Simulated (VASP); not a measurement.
Here is a VASP 6.6.1 calculation.

Contents of INCAR:

```
ALGO = Normal
DIPOL = 0.5 0.5 0.500
EDIFF = 1E-6
ENCUT = 400
GGA = PE
GGA_COMPAT = False
IDIPOL = 3
ISIF = 2
ISMEAR = 0
ISYM = -1
IVDW = 12
LASPH = True
LCHARG = False
LDIPOL = True
LREAL = False
LWAVE = False
NBANDS = 18
NELM = 120
NELMDL = -8
PREC = Accurate
SIGMA = 0.02
```

Contents of KPOINTS:

```
explicit points
41
Reciprocal
  0.05555556   0.05555556   0.00000000 2
  0.05555556   0.16666667   0.00000000 2
  0.05555556   0.27777778   0.00000000 2
  0.05555556   0.38888889   0.00000000 2
  0.05555556   0.50000000   0.00000000 2
  0.05555556   0.61111111   0.00000000 2
  0.05555556   0.72222222   0.00000000 2
  0.05555556   0.83333333   0.00000000 2
  0.05555556   0.94444444   0.00000000 2
  0.16666667   0.05555556   0.00000000 2
  0.16666667   0.16666667   0.00000000 2
  0.16666667   0.27777778   0.00000000 2
  0.16666667   0.38888889   0.00000000 2
  0.16666667   0.50000000   0.00000000 2
  0.16666667   0.61111111   0.00000000 2
  0.16666667   0.72222222   0.00000000 2
  0.16666667   0.83333333   0.00000000 2
  0.16666667   0.94444444   0.00000000 2
  0.27777778   0.05555556   0.00000000 2
  0.27777778   0.16666667   0.00000000 2
  0.27777778   0.27777778   0.00000000 2
  0.27777778   0.38888889   0.00000000 2
  0.27777778   0.50000000   0.00000000 2
  0.27777778   0.61111111   0.00000000 2
  0.27777778   0.72222222   0.00000000 2
  0.27777778   0.83333333   0.00000000 2
  0.27777778   0.94444444   0.00000000 2
  0.38888889   0.05555556   0.00000000 2
  0.38888889   0.16666667   0.00000000 2
  0.38888889   0.27777778   0.00000000 2
  0.38888889   0.38888889   0.00000000 2
  0.38888889   0.50000000   0.00000000 2
  0.38888889   0.61111111   0.00000000 2
  0.38888889   0.72222222   0.00000000 2
  0.38888889   0.83333333   0.00000000 2
  0.38888889   0.94444444   0.00000000 2
  0.50000000   0.05555556   0.00000000 2
  0.50000000   0.16666667   0.00000000 2
  0.50000000   0.27777778   0.00000000 2
  0.50000000   0.38888889   0.00000000 2
  0.50000000   0.50000000   0.00000000 1
```

File POSCAR:

```
PtS2
1.0
    3.5832742388      0.0000000000      0.0000000000
   -1.7916371194      3.1032065195      0.0000000000
    0.0000000000      0.0000000000     30.8258735778
S Pt
2 1
Direct
    0.6666666667      0.3333333333      0.4608618263
    0.3333333333      0.6666666667      0.5391381737
    0.0000000000      0.0000000000      0.5000000000
```

Potentials or basis: VASP PAW PBE potentials, release 64 (S, Pt).

Launch:

```bash
$ cat potpaw_PBE.64/S/POTCAR potpaw_PBE.64/Pt/POTCAR > POTCAR
$ mpirun -np 1 vasp_std > vasp.out
```

Q: Estimate the largest force.

A: 0.113 eV/Å.

Q: Predict the band gap on the k mesh.

A: 1.80 eV (least direct gap 1.91 eV).

Q: What does it give for the dispersion energy per atom?

A: -0.271 eV.

Forces on the atoms (eV/Å):
```
S    0.000  0.000 -0.113
S    0.000  0.000  0.113
Pt   0.000  0.000  0.000
```

Caveat: spin-orbit coupling is left out, which moves the levels of the heavy elements.
